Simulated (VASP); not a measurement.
# Ga2As3 (Imm2) in VASP: a series of runs

Runs on Ga2As3. Level: PBE. Tasks: single point, relaxation of cell and atoms.

Program: VASP 6.6.1. These are calculated values, not measurements. Logs are shortened: lines on timing, memory, paths and dates and some standing lists are left out, and cuts for length are marked.

## 1. The cell of the first run

Symmetry: Imm2, No. 44, orthorhombic system. Conventional cell: a = 3.942 Å, b = 11.953 Å, c = 4.717 Å, α = 90.00°, β = 90.00°, γ = 90.00°. Within 3.5 Å of Ga (site symmetry m) lie 5 As at 2.53 to 3.41 Å. Within 3.3 Å of As (site symmetry m) lie 3 Ga at 2.53 to 2.54 Å and 2 As at 2.91 Å. As (site symmetry mm2) has 4 Ga at 2.61 to 3.41 Å and 4 As at 2.91 Å within 3.5 Å.

## 2. Single point, PBE (atoms taken out)

File INCAR:

```
  ALGO = Normal
  EDIFF = 1E-6
  ENCUT = 520
  GGA = PE
  ISIF = 2
  ISMEAR = 0
  LASPH = T
  LCHARG = T
  LELF = T
  LREAL = F
  LVHAR = T
  LWAVE = F
  NBANDS = 28
  NELM = 80
  PREC = Accurate
  SIGMA = 0.2
```

File KPOINTS:

```
k-points
0
Gamma
  5 5 5
```

File POSCAR:

```
Ga2As3
1.0
   -1.9707989518      5.9766320033      2.3583903025
    1.9707989518     -5.9766320033      2.3583903025
    1.9707989518      5.9766320033     -2.3583903025
Ga As
2 3
Direct
    0.3526982002      0.0065243156      0.3461738846
    0.6603504311      0.0065243156      0.6538261154
    0.3134163664      0.1690947902      0.1443215762
    0.0247732140      0.1690947902      0.8556784238
    0.8987617883      0.3987617883      0.5000000000
```

Potentials or basis: VASP PAW PBE potentials, release 64 (Ga_d, As).

Run with:

```
$ cat potpaw_PBE.64/Ga_d/POTCAR potpaw_PBE.64/As/POTCAR > POTCAR
$ mpirun -np 1 vasp_std > vasp.out
```

OUTCAR:

```text
EDIFF = 1E-6
   ENCUT = 520
   GGA = PE
   ISIF = 2
   ISMEAR = 0
   LASPH = T
   LREAL = F
   NELM = 80
   PREC = Accurate

 ion  position               nearest neighbor table
   1  0.353  0.007  0.346-   3 2.53   4 2.54   4 2.54   5 2.61
   2  0.660  0.007  0.654-   4 2.53   3 2.54   3 2.54   5 2.61
   3  0.313  0.169  0.144-   1 2.53   2 2.54   2 2.54   5 2.91   5 2.91
   4  0.025  0.169  0.856-   2 2.53   1 2.54   1 2.54   5 2.91   5 2.91
   5  0.899  0.399  0.500-   1 2.61   2 2.61   4 2.91   4 2.91   3 2.91   3 2.91

  LATTYP: Found a body centered orthorhombic cell.
 ALAT       =     3.9415979036
 B/A-ratio  =     1.1966671184
 C/A-ratio  =     3.0325934555

  Lattice vectors:

 A1 = (   1.9707989518,  -5.9766320033,  -2.3583903025)
 A2 = (  -1.9707989518,  -5.9766320033,   2.3583903025)
 A3 = (  -1.9707989518,   5.9766320033,  -2.3583903025)

Analysis of symmetry for initial positions (statically):
=====================================================================
 Subroutine PRICEL returns:
 Original cell was already a primitive cell.

 Routine SETGRP: Setting up the symmetry group for a
 body centered orthorhombic supercell.

 Subroutine GETGRP returns: Found  4 space group operations
 (whereof  4 operations were pure point group operations)
 out of a pool of  8 trial point group operations.

The static configuration has the point symmetry C_2v.

Analysis of symmetry for dynamics (positions and initial velocities):
=====================================================================
 Subroutine PRICEL returns:
 Original cell was already a primitive cell.

 Routine SETGRP: Setting up the symmetry group for a
 body centered orthorhombic supercell.

 Subroutine GETGRP returns: Found  4 space group operations
 (whereof  4 operations were pure point group operations)
 out of a pool of  8 trial point group operations.

The dynamic configuration has the point symmetry C_2v.

 Subroutine INISYM returns: Found  4 space group operations
 (whereof  4 operations are pure point group operations),
 and found     1 'primitive' translations

----------------------------------------------------------------------------------------

                                     Primitive cell

  volume of cell :     111.1155

  direct lattice vectors                    reciprocal lattice vectors
    -1.970798952  5.976632003  2.358390303     0.000000000  0.083659158  0.212009013
     1.970798952 -5.976632003  2.358390303     0.253704214  0.000000000  0.212009013
     1.970798952  5.976632003 -2.358390303     0.253704214  0.083659158  0.000000000

  length of vectors
     6.720579099  6.720579099  6.720579099     0.227918135  0.330626148  0.267141691

  position of ions in fractional coordinates (direct lattice)
     0.352698200  0.006524316  0.346173885
     0.660350431  0.006524316  0.653826115
     0.313416366  0.169094790  0.144321576
     0.024773214  0.169094790  0.855678424
     0.898761788  0.398761788  0.500000000

  ion indices of the primitive-cell ions
   primitive index   ion index
                 1           1
                 2           2
                 3           3
                 4           4
                 5           5

----------------------------------------------------------------------------------------

 KPOINTS: k-points

Automatic generation of k-mesh.
 Grid dimensions read from file:
 generate k-points for:    5    5    5

 Generating k-lattice:

  Cartesian coordinates                     Fractional coordinates (reciprocal lattice)
     0.000000000  0.016731832  0.042401803     0.200000000  0.000000000  0.000000000
     0.050740843  0.000000000  0.042401803     0.000000000  0.200000000  0.000000000
     0.050740843  0.016731832  0.000000000     0.000000000  0.000000000  0.200000000

  Length of vectors
     0.045583627  0.066125230  0.053428338

  Shift w.r.t. Gamma in fractional coordinates (k-lattice)
     0.000000000  0.000000000  0.000000000

 Subroutine IBZKPT returns following result:
 ===========================================

 Found     27 irreducible k-points:

 Following reciprocal coordinates:
            Coordinates               Weight
  0.000000  0.000000  0.000000      1.000000
  0.200000  0.000000 -0.000000      4.000000
  0.400000  0.000000 -0.000000      4.000000
 -0.000000  0.200000  0.000000      4.000000
  0.200000  0.200000 -0.000000      8.000000
  0.400000  0.200000 -0.000000      8.000000
[... 16 lines left out ...]
 -0.400000 -0.200000  0.200000      4.000000
 -0.200000 -0.200000  0.200000      2.000000
 [... further k-points ...]
   k-points           NKPTS =     27   k-points in BZ     NKDIM =     27   number of bands    NBANDS=     28
   number of dos      NEDOS =    301   number of ions     NIONS =      5
   total plane-waves  NPLWV = 125000
   dimension x,y,z NGX =    50 NGY =   50 NGZ =   50
   dimension x,y,z NGXF=   100 NGYF=  100 NGZF=  100
   ions per type =               2   3
   NGX,Y,Z   is equivalent  to a cutoff of  12.37, 12.37, 12.37 a.u.
   NGXF,Y,Z  is equivalent  to a cutoff of  24.74, 24.74, 24.74 a.u.
 SYSTEM =  unknown system
   PREC   = accura    normal or accurate (medium, high low for compatibility)
   ISTART =      0    job   : 0-new  1-cont  2-samecut
   ICHARG =      2    charge: 1-file 2-atom 10-const
   ISPIN  =      1    spin polarized calculation?
   LNONCOLLINEAR =      F non collinear calculations
   LSORBIT =      F    spin-orbit coupling
   LASPH  =      T    aspherical Exc in radial PAW
   ENCUT  =  520.0 eV  38.22 Ry    6.18 a.u.  12.50 12.50 12.50*2*pi/ulx,y,z
   NELM   =     80;   NELMIN=  2; NELMDL= -5     # of ELM steps
   EDIFF  = 0.1E-05   stopping-criterion for ELM
   LREAL  =      F    real-space projection
   EDIFFG = 0.1E-04   stopping-criterion for IOM
   NSW    =      0    number of steps for IOM
   IBRION =     -1    ionic relax: 0-MD 1-quasi-New 2-CG
   NFREE  =      0    steps in history (QN), initial steepest desc. (CG)
   ISIF   =      2    stress and relaxation
   ISYM   =      2    0-nonsym 1-usesym 2-fastsym
   POTIM  = 0.5000    time-step for ionic-motion
   TEBEG  =    0.0;   TEEND  =   0.0 temperature during run
   PSTRESS=    0.0 pullay stress
   NELECT =      41.0000    total number of electrons
   NUPDOWN=      -1.0000    fix difference up-down
   EMIN   =  10.00;   EMAX   =-10.00  energy-range for DOS
   EFERMI =   0.00;   METHOD = LEGACY
   ISMEAR =     0;   SIGMA  =   0.20  broadening in eV -4-tet -1-fermi 0-gaus
   EFERMI_NEDOS =   21; number of points for ismear=-14 and -15
   IALGO  =     38    algorithm
   IMIX   =      4    mixing-type and parameters
     AMIX     =   0.40;   BMIX     =  1.00
     AMIX_MAG =   1.60;   BMIX_MAG =  1.00
  volume/ion in A,a.u.               =      22.22       149.97
  Fermi-wavevector in a.u.,A,eV,Ry     =   1.174207  2.218929 18.759192  1.378762
  Thomas-Fermi vector in A             =   2.310608
   LORBIT       =      0    0 simple, 1 ext, 2 COOP (PROOUT), +10 PAW based schemes
   GGA     = PE    functional components
   LHFCALC =     F    Hartree Fock is set to
   AEXX    =    0.0000 exact exchange contribution
   IVDW    =     0    specifies the selected vdW correction
   LEPSILON=     F    determine dielectric tensor
   LRPA    =     F    only Hartree local field effects (RPA)
 non-spin polarized calculation
 Gauss-broadening in eV      SIGMA  =   0.20
  energy-cutoff  :      520.00
  volume of cell :      111.12
 maximum number of plane-waves:      3013
 NGX is ok and might be reduce to    50
   NGX = 25   NGY = 25   NGZ = 25

 number of electron      41.0000003 magnetization

 Free energy of the ion-electron system (eV)
  ---------------------------------------------------
  ext. energy  EPLUGINS =         0.00000000
  ---------------------------------------------------
  free energy    TOTEN  =       -19.62972199 eV

  energy without entropy =      -19.58565275  energy(sigma->0) =      -19.60768737

 E-fermi :   4.1799     XC(G=0):  -9.8735

 val. band max:        4.1255761777   @ k =  -0.4000  -0.4000   0.2000
 cond. band min:       4.2639599609   @ k =  -0.4000   0.2000   0.0000
 fundamental gap:      0.1383837831
 Fermi energy:         4.1798611800

 k-point     1 :       0.0000    0.0000    0.0000
  band No.  band energies     occupation
      1     -10.5326      2.00000
      2     -10.4810      2.00000
      3     -10.4656      2.00000
      4     -10.4512      2.00000
      5     -10.4483      2.00000
      6     -10.4446      2.00000
[... 20 lines left out ...]
     27       9.3739      0.00000
     28       9.7794      0.00000

 k-point     2 :       0.2000    0.0000   -0.0000
  band No.  band energies     occupation
      1     -10.5269      2.00000
      2     -10.4917      2.00000
      3     -10.4658      2.00000
      4     -10.4562      2.00000
      5     -10.4491      2.00000
      6     -10.4468      2.00000
[... 20 lines left out ...]
     27       9.6117      0.00000
     28       9.6932      0.00000

 k-point     3 :       0.4000    0.0000   -0.0000
  band No.  band energies     occupation
      1     -10.5201      2.00000
      2     -10.5019      2.00000
      3     -10.4684      2.00000
      4     -10.4641      2.00000
      5     -10.4576      2.00000
      6     -10.4440      2.00000
[... 20 lines left out ...]
     27       9.1775      0.00000
     28       9.8421      0.00000

 k-point     4 :      -0.0000    0.2000    0.0000
  band No.  band energies     occupation
      1     -10.5253      2.00000
      2     -10.5055      2.00000
      3     -10.4685      2.00000
      4     -10.4521      2.00000
      5     -10.4499      2.00000
      6     -10.4423      2.00000
[... 578 lines left out ...]
     27       9.2567      0.00000
     28       9.6300      0.00000

 k-point    23 :      -0.4000   -0.2000    0.2000
  band No.  band energies     occupation
      1     -10.5309      2.00000
      2     -10.4895      2.00000
      3     -10.4746      2.00000
      4     -10.4629      2.00000
      5     -10.4588      2.00000
      6     -10.4400      2.00000
[... 20 lines left out ...]
     27       9.6879      0.00000
     28       9.9738      0.00000

 k-point    24 :      -0.2000   -0.2000    0.2000
  band No.  band energies     occupation
      1     -10.5146      2.00000
      2     -10.5040      2.00000
      3     -10.4706      2.00000
      4     -10.4647      2.00000
      5     -10.4570      2.00000
      6     -10.4448      2.00000
[... 20 lines left out ...]
     27       9.0747      0.00000
     28      10.1247      0.00000

 [... further k-points ...]

------------------------ aborting loop because EDIFF is reached ----------------------------------------

  FORCE on cell =-STRESS in cart. coord.  units (eV):
  Direction    XX          YY          ZZ          XY          YZ          ZX
  --------------------------------------------------------------------------------------
  -------------------------------------------------------------------------------------
  Total        0.0964928      0.0607815      0.0590188      0.0000000      0.0000000      0.0000000
  in kB        1.3913332      0.8764107      0.8509941      0.0000000      0.0000000      0.0000000
  external PRESSURE =       1.0395793 kB  Pullay stress =       0.0000000 kB

 VOLUME and BASIS-vectors are now :
 -----------------------------------------------------------------------------
  energy-cutoff  :      520.00
  volume of cell :      111.12
      direct lattice vectors                 reciprocal lattice vectors
    -1.970798952  5.976632003  2.358390303     0.000000000  0.083659158  0.212009013
     1.970798952 -5.976632003  2.358390303     0.253704214  0.000000000  0.212009013
     1.970798952  5.976632003 -2.358390303     0.253704214  0.083659158  0.000000000

 POSITION                                       TOTAL-FORCE (eV/Angst)
 -----------------------------------------------------------------------------------
     -0.00000      4.13791      0.03077         0.000000     -0.028660      0.017179
     -0.00000      7.81536      0.03077        -0.000000      0.028660      0.017179
      0.00000      1.72511      0.79758         0.000000      0.046986     -0.025391
      1.97080      4.25152     -1.56081        -0.000000     -0.046986     -0.025391
     -0.00000      5.97663      1.88087         0.000000      0.000000      0.016425
 -----------------------------------------------------------------------------------
    total drift:                               -0.000000     -0.000004     -0.000421

  FREE ENERGIE OF THE ION-ELECTRON SYSTEM (eV)
  ---------------------------------------------------
  free  energy   TOTEN  =       -19.6297219947 eV

  energy  without entropy=      -19.5856527533  energy(sigma->0) =      -19.60768737
```

It took 81 s on 1 thread of Intel Xeon 6975P-C (Granite Rapids), shared host; peak memory 0.37 GiB.

What came out:

| Property | Result |
| --- | --- |
| Free energy | -19.6297 eV |
| Pressure | 0.1 GPa |
| Largest force | 0.053 eV/Å |
| Band gap on the k mesh | zero (an odd number of electrons rules out a gap without spin polarisation) |

Forces in eV/Å, atoms in the order of the input:
```
Ga   0.000 -0.029  0.017
Ga   0.000  0.029  0.017
As   0.000  0.047 -0.025
As   0.000 -0.047 -0.025
As   0.000  0.000  0.016
```

Caveat: the cell differs from its parent crystal (atoms taken out).

(Continued in part 2 of 2.)
